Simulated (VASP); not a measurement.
# B in VASP: further runs

B is run at these levels: PBE; tasks: single point.

Everything below comes from runs of VASP 6.6.1. Logs are shortened: lines on timing, memory, paths and dates and some standing lists are left out, and cuts for length are marked.

## 1. The cell of the first run

The cell holds a sheet with vacuum, 2 atoms: a = 2.130 Å, b = 2.130 Å, c = 16.000 Å, α = 90.00°, β = 90.00°, γ = 90.00°.

## 2. Single point, PBE

INCAR reads:

```
PREC = Accurate ; ENCUT = 520
EDIFF = 1E-6 ; ISMEAR = 0
SIGMA = 0.1 ; LREAL = False
LASPH = True ; NELM = 100
ALGO = Normal ; ISIF = 2
LWAVE = False ; LCHARG = False
LDIPOL = True ; IDIPOL = 3
DIPOL = 0.5 0.5 0.500 ; GGA = PE
NBANDS = 10
```

KPOINTS reads:

```
Automatic mesh
0
Gamma
  8 8 1
```

POSCAR reads:

```
B
1.0
    2.1303890000      0.0000000000      0.0000000000
    0.0000000000      2.1303890000      0.0000000000
    0.0000000000      0.0000000000     16.0000000000
B
2
Direct
    0.5000000000      0.5000000000      0.4480562500
    0.5000000000      0.5000000000      0.5519437500
```

Potentials or basis: VASP PAW PBE potentials, release 64 (B).

Command:

```console
cat potpaw_PBE.64/B/POTCAR > POTCAR
mpirun -np 1 vasp_std > vasp.out
```

OUTCAR:

```text
PREC = Accurate
   ENCUT = 520
   EDIFF = 1E-6
   ISMEAR = 0
   LREAL = False
   LASPH = True
   NELM = 100
   ISIF = 2
   GGA = PE

 ion  position               nearest neighbor table
   1  0.500  0.500  0.448-   2 1.66
   2  0.500  0.500  0.552-   1 1.66

  LATTYP: Found a simple tetragonal cell.
 ALAT       =     2.1303890000
 C/A-ratio  =     7.5103654779

  Lattice vectors:

 A1 = (   2.1303890000,   0.0000000000,   0.0000000000)
 A2 = (   0.0000000000,   2.1303890000,   0.0000000000)
 A3 = (   0.0000000000,   0.0000000000,  16.0000000000)

Analysis of symmetry for initial positions (statically):
=====================================================================
 Subroutine PRICEL returns:
 Original cell was already a primitive cell.

 Routine SETGRP: Setting up the symmetry group for a
 simple tetragonal supercell.

 Subroutine GETGRP returns: Found 16 space group operations
 (whereof 16 operations were pure point group operations)
 out of a pool of 16 trial point group operations.

The static configuration has the point symmetry D_4h.

Analysis of symmetry for dynamics (positions and initial velocities):
=====================================================================
 Subroutine PRICEL returns:
 Original cell was already a primitive cell.

 Routine SETGRP: Setting up the symmetry group for a
 simple tetragonal supercell.

 Subroutine GETGRP returns: Found 16 space group operations
 (whereof 16 operations were pure point group operations)
 out of a pool of 16 trial point group operations.

The dynamic configuration has the point symmetry D_4h.

 Subroutine INISYM returns: Found 16 space group operations
 (whereof 16 operations are pure point group operations),
 and found     1 'primitive' translations

----------------------------------------------------------------------------------------

                                     Primitive cell

  volume of cell :      72.6169

  direct lattice vectors                    reciprocal lattice vectors
     2.130389000  0.000000000  0.000000000     0.469397842  0.000000000  0.000000000
     0.000000000  2.130389000  0.000000000     0.000000000  0.469397842  0.000000000
     0.000000000  0.000000000 16.000000000     0.000000000  0.000000000  0.062500000

  length of vectors
     2.130389000  2.130389000 16.000000000     0.469397842  0.469397842  0.062500000

  position of ions in fractional coordinates (direct lattice)
     0.500000000  0.500000000  0.448056250
     0.500000000  0.500000000  0.551943750

  ion indices of the primitive-cell ions
   primitive index   ion index
                 1           1
                 2           2

----------------------------------------------------------------------------------------

 KPOINTS: Automatic mesh

Automatic generation of k-mesh.
 Grid dimensions read from file:
 generate k-points for:    8    8    1

 Generating k-lattice:

  Cartesian coordinates                     Fractional coordinates (reciprocal lattice)
     0.058674730  0.000000000  0.000000000     0.125000000  0.000000000  0.000000000
     0.000000000  0.058674730  0.000000000     0.000000000  0.125000000  0.000000000
     0.000000000  0.000000000  0.062500000     0.000000000  0.000000000  1.000000000

  Length of vectors
     0.058674730  0.058674730  0.062500000

  Shift w.r.t. Gamma in fractional coordinates (k-lattice)
     0.000000000  0.000000000  0.000000000

 Subroutine IBZKPT returns following result:
 ===========================================

 Found     15 irreducible k-points:

 Following reciprocal coordinates:
            Coordinates               Weight
  0.000000  0.000000  0.000000      1.000000
  0.125000  0.000000  0.000000      4.000000
  0.250000  0.000000  0.000000      4.000000
  0.375000  0.000000  0.000000      4.000000
  0.500000  0.000000  0.000000      2.000000
  0.125000  0.125000  0.000000      4.000000
  0.250000  0.125000  0.000000      8.000000
  0.375000  0.125000  0.000000      8.000000
  0.500000  0.125000  0.000000      4.000000
  0.250000  0.250000  0.000000      4.000000
  0.375000  0.250000  0.000000      8.000000
  0.500000  0.250000  0.000000      4.000000
  0.375000  0.375000  0.000000      4.000000
  0.500000  0.375000  0.000000      4.000000
  0.500000  0.500000  0.000000      1.000000
   k-points           NKPTS =     15   k-points in BZ     NKDIM =     15   number of bands    NBANDS=     10
   number of dos      NEDOS =    301   number of ions     NIONS =      2
   total plane-waves  NPLWV =  30720
   dimension x,y,z NGX =    16 NGY =   16 NGZ =  120
   dimension x,y,z NGXF=    32 NGYF=   32 NGZF=  240
   ions per type =               2
   NGX,Y,Z   is equivalent  to a cutoff of  12.49, 12.49, 12.47 a.u.
   NGXF,Y,Z  is equivalent  to a cutoff of  24.97, 24.97, 24.94 a.u.
 SYSTEM =  unknown system
   PREC   = accura    normal or accurate (medium, high low for compatibility)
   ISTART =      0    job   : 0-new  1-cont  2-samecut
   ICHARG =      2    charge: 1-file 2-atom 10-const
   ISPIN  =      1    spin polarized calculation?
   LNONCOLLINEAR =      F non collinear calculations
   LSORBIT =      F    spin-orbit coupling
   LASPH  =      T    aspherical Exc in radial PAW
   ENCUT  =  520.0 eV  38.22 Ry    6.18 a.u.   3.96  3.96 29.75*2*pi/ulx,y,z
   NELM   =    100;   NELMIN=  2; NELMDL= -5     # of ELM steps
   EDIFF  = 0.1E-05   stopping-criterion for ELM
   LREAL  =      F    real-space projection
   EDIFFG = 0.1E-04   stopping-criterion for IOM
   NSW    =      0    number of steps for IOM
   IBRION =     -1    ionic relax: 0-MD 1-quasi-New 2-CG
   NFREE  =      0    steps in history (QN), initial steepest desc. (CG)
   ISIF   =      2    stress and relaxation
   ISYM   =      2    0-nonsym 1-usesym 2-fastsym
   POTIM  = 0.5000    time-step for ionic-motion
   TEBEG  =    0.0;   TEEND  =   0.0 temperature during run
   PSTRESS=    0.0 pullay stress
   NELECT =       6.0000    total number of electrons
   NUPDOWN=      -1.0000    fix difference up-down
   EMIN   =  10.00;   EMAX   =-10.00  energy-range for DOS
   EFERMI =   0.00;   METHOD = LEGACY
   ISMEAR =     0;   SIGMA  =   0.10  broadening in eV -4-tet -1-fermi 0-gaus
   EFERMI_NEDOS =   21; number of points for ismear=-14 and -15
   IALGO  =     38    algorithm
   IMIX   =      4    mixing-type and parameters
     AMIX     =   0.40;   BMIX     =  1.00
     AMIX_MAG =   1.60;   BMIX_MAG =  1.00
  volume/ion in A,a.u.               =      36.31       245.02
  Fermi-wavevector in a.u.,A,eV,Ry     =   0.713038  1.347446  6.917517  0.508423
  Thomas-Fermi vector in A             =   1.800571
   LORBIT       =      0    0 simple, 1 ext, 2 COOP (PROOUT), +10 PAW based schemes
   GGA     = PE    functional components
   LHFCALC =     F    Hartree Fock is set to
   AEXX    =    0.0000 exact exchange contribution
   IVDW    =     0    specifies the selected vdW correction
   LEPSILON=     F    determine dielectric tensor
   LRPA    =     F    only Hartree local field effects (RPA)
 non-spin polarized calculation
 Gauss-broadening in eV      SIGMA  =   0.10
  energy-cutoff  :      520.00
  volume of cell :       72.62
 maximum number of plane-waves:      2028
 NGX is ok and might be reduce to    16
   NGX =  7   NGY =  7   NGZ = 59

 number of electron       6.0000000 magnetization

 dipolmoment           0.000000      0.000000     -0.000000 electrons x Angstroem

 Free energy of the ion-electron system (eV)
  ---------------------------------------------------
  ext. energy  EPLUGINS =         0.00000000
  ---------------------------------------------------
  free energy    TOTEN  =        -9.90885476 eV

  energy without entropy =       -9.90532799  energy(sigma->0) =       -9.90709138

 E-fermi :  -2.9521     XC(G=0):  -3.6471

 val. band max:       -3.5378209172   @ k =   0.5000   0.1250   0.0000
 cond. band min:      -2.9520815257   @ k =   0.5000   0.2500   0.0000
 fundamental gap:      0.5857393915
 Fermi energy:        -2.9520841884

 k-point     1 :       0.0000    0.0000    0.0000
  band No.  band energies     occupation
      1     -16.0214      2.00000
      2     -10.5590      2.00000
      3      -6.3940      2.00000
      4       1.3317      0.00000
      5       2.0889      0.00000
      6       3.4330      0.00000
      7       3.8617      0.00000
      8       6.3616      0.00000
      9       6.3616      0.00000
     10       6.7713      0.00000

 k-point     2 :       0.1250    0.0000    0.0000
  band No.  band energies     occupation
      1     -15.6027      2.00000
      2     -10.1507      2.00000
      3      -5.9952      2.00000
      4       1.7772      0.00000
      5       2.5430      0.00000
      6       3.4928      0.00000
      7       4.0916      0.00000
      8       4.2841      0.00000
      9       6.6584      0.00000
     10       6.8433      0.00000

 k-point     3 :       0.2500    0.0000    0.0000
  band No.  band energies     occupation
      1     -14.3512      2.00000
      2      -8.9347      2.00000
      3      -4.9740      2.00000
      4      -0.8751      0.00000
      5       2.3700      0.00000
      6       4.0624      0.00000
      7       4.1329      0.00000
      8       5.4599      0.00000
      9       6.1332      0.00000
     10       7.4514      0.00000
[... 131 lines left out ...]
 k-point    14 :       0.5000    0.3750    0.0000
  band No.  band energies     occupation
      1      -6.6782      2.00000
      2      -5.7153      2.00000
      3      -1.8269      0.00000
      4      -1.3628      0.00000
      5      -1.3624      0.00000
      6       2.8259      0.00000
      7       4.1753      0.00000
      8       7.1019      0.00000
      9      11.2329      0.00000
     10      11.2669      0.00000

 k-point    15 :       0.5000    0.5000    0.0000
  band No.  band energies     occupation
      1      -4.7257      2.00000
      2      -4.7257      2.00000
      3      -3.9659      2.00000
      4      -0.4480      0.00000
      5      -0.4480      0.00000
      6       2.8979      0.00000
      7       3.1320      0.00000
      8       5.1433      0.00000
      9       9.7441      0.00000
     10      13.6980      0.00000

------------------------ aborting loop because EDIFF is reached ----------------------------------------

 vacuum level on the upper side and lower side of the slab       (xc-potential included)        -0.145        -0.145

  FORCE on cell =-STRESS in cart. coord.  units (eV):
  Direction    XX          YY          ZZ          XY          YZ          ZX
  --------------------------------------------------------------------------------------
  -------------------------------------------------------------------------------------
  Total       -5.9294746     -5.9294746      1.9144153      0.0000000      0.0000000      0.0000000
  in kB     -130.8244715   -130.8244715     42.2385436      0.0000000      0.0000000      0.0000000
  external PRESSURE =     -73.1367998 kB  Pullay stress =       0.0000000 kB

 VOLUME and BASIS-vectors are now :
 -----------------------------------------------------------------------------
  energy-cutoff  :      520.00
  volume of cell :       72.62
      direct lattice vectors                 reciprocal lattice vectors
     2.130389000  0.000000000  0.000000000     0.469397842  0.000000000  0.000000000
     0.000000000  2.130389000  0.000000000     0.000000000  0.469397842  0.000000000
     0.000000000  0.000000000 16.000000000     0.000000000  0.000000000  0.062500000

 POSITION                                       TOTAL-FORCE (eV/Angst)
 -----------------------------------------------------------------------------------
      1.06519      1.06519      7.16890         0.000000      0.000000     -1.157663
      1.06519      1.06519      8.83110         0.000000      0.000000      1.157663
 -----------------------------------------------------------------------------------
    total drift:                                0.000000      0.000000     -0.000000

  FREE ENERGIE OF THE ION-ELECTRON SYSTEM (eV)
  ---------------------------------------------------
  free  energy   TOTEN  =        -9.9088547607 eV

  energy  without entropy=       -9.9053279928  energy(sigma->0) =       -9.90709138

 vacuum level on the upper side and lower side of the slab         2.381         2.381
```

Wall time 6.7 s (1 thread of Intel Xeon Platinum 8488C (Sapphire Rapids), shared host); peak memory 0.16 GiB.

Results:

| Item | Value |
| --- | --- |
| Free energy | -9.9089 eV |
| Largest force | 1.158 eV/Å |
| Band gap on the k mesh | zero (band 3 reaches -1.83 eV, above the bottom of band 4 at -3.84 eV) |

Forces in eV/Å, atoms in the order of the input:
```
B    0.000  0.000 -1.158
B    0.000  0.000  1.158
```

Levels at points of the mesh, in eV from the Fermi level:
```tsv
k point	band 1	band 2	band 3	band 4	band 5	band 6	band 7
(0.00, 0.00, 0.00)	-13.07	-7.61	-3.44	4.28	5.04	6.39	6.81
(0.50, 0.00, 0.00)	-6.84	-6.07	-1.58	-0.89	1.26	9.70	11.79
(0.50, 0.50, 0.00)	-1.77	-1.77	-1.01	2.50	2.50	5.85	6.08
```

Caveat: the k points lie up to 0.37 Å⁻¹ apart.

## 3. Single point, PBE

This run uses another cell than the first one, of 46.03 Å³/atom, 1.268 times its volume.

INCAR reads:

```
SYSTEM = B
PREC = Accurate
ENCUT = 520
EDIFF = 1E-6
ISMEAR = 0
SIGMA = 0.1
LREAL = .False.
LASPH = .True.
NELM = 100
ALGO = Normal
ISIF = 2
LWAVE = .False.
LCHARG = .True.
LDIPOL = .True.
IDIPOL = 3
DIPOL = 0.5 0.5 0.295
GGA = PE
LELF = .True.
LVHAR = .True.
LVACPOTAV = .True.
NBANDS = 10
```

KPOINTS reads:

```
regular mesh
0
Gamma
  8 8 1
  0 0 0
```

POSCAR reads:

```
B
1.0
    1.8421928311      0.0000000000      0.0000000000
    0.0000000000      1.8421928311      0.0000000000
    0.0000000000      0.0000000000     27.1244000000
B
2
Direct
    0.5000000000      0.5000000000      0.2633068574
    0.5000000000      0.5000000000      0.3265679417
```

Potentials or basis: VASP PAW PBE potentials, release 64 (B).

Command:

```console
cat potpaw_PBE.64/B/POTCAR > POTCAR
mpirun -np 1 vasp_std > vasp.out
```

Wall time 13 s (1 thread of Intel Xeon Platinum 8488C (Sapphire Rapids), shared host); peak memory 0.18 GiB.

The run converged. Its results:

| Item | Value |
| --- | --- |
| Free energy | -11.0322 eV |
| Largest force | 0.017 eV/Å |
| Band gap on the k mesh | zero (band 3 reaches -0.45 eV, above the bottom of band 4 at -2.73 eV) |

Forces in eV/Å, atoms in the order of the input:
```
B    0.000  0.000 -0.017
B    0.000  0.000  0.017
```

Levels at points of the mesh, in eV from the Fermi level:
```tsv
k point	band 1	band 2	band 3	band 4	band 5	band 6	band 7
(0.00, 0.00, 0.00)	-15.77	-10.61	-5.94	2.30	3.71	4.15	4.28
(0.50, 0.00, 0.00)	-8.19	-5.99	-4.23	-0.34	1.59	9.61	12.28
(0.50, 0.50, 0.00)	-1.66	-1.66	1.93	1.93	3.14	9.07	9.98
```

Caveat: the k points lie up to 0.43 Å⁻¹ apart.

## 4. Single point, PBE

This run uses another cell than the first one, of 45.08 Å³/atom, 1.242 times its volume.

INCAR reads:

```
PREC = Accurate
ENCUT = 520
EDIFF = 1E-6
ISMEAR = 0
SIGMA = 0.1
LREAL = F
LASPH = T
NELM = 100
ALGO = Normal
ISIF = 2
LWAVE = F
LCHARG = F
LDIPOL = T
IDIPOL = 3
DIPOL = 0.5 0.5 0.295
GGA = PE
NBANDS = 10
```

KPOINTS reads:

```
regular mesh
0
Gamma
  30 30 1
```

POSCAR reads:

```
B
1.0
    1.8231221844      0.0000000000      0.0000000000
    0.0000000000      1.8231221844      0.0000000000
    0.0000000000      0.0000000000     27.1244000000
B
2
Direct
    0.5000000000      0.5000000000      0.2626873794
    0.5000000000      0.5000000000      0.3271874197
```

Command:

```console
cat potpaw_PBE.64/B/POTCAR > POTCAR
mpirun -np 1 vasp_std > vasp.out
```

Wall time 81 s (1 thread of Intel Xeon Platinum 8488C (Sapphire Rapids), shared host); peak memory 0.25 GiB.

Results (log left out):

```yaml
Free_energy: -11.0579 eV
Largest_force: 0.011 eV/Å
Band_gap_on_the_k_mesh: zero (band 3 reaches -0.55 eV, above the bottom of band 4 at -2.63 eV)
```

Forces on the atoms (eV/Å):
```
B    0.000  0.000 -0.011
B    0.000  0.000  0.011
```

Levels at points of the mesh, in eV from the Fermi level:
```csv
k point,band 1,band 2,band 3,band 4,band 5,band 6,band 7,band 8
"(0.00, 0.00, 0.00)",-16.17,-11.14,-6.39,1.79,3.44,3.89,4.00,4.76
"(0.50, 0.00, 0.00)",-8.56,-6.08,-4.81,-0.55,1.40,9.32,11.72,12.96
"(0.50, 0.50, 0.00)",-1.83,-1.83,1.53,1.53,3.36,8.94,10.10,10.13
```

(Part 1 of 2 ends here.)
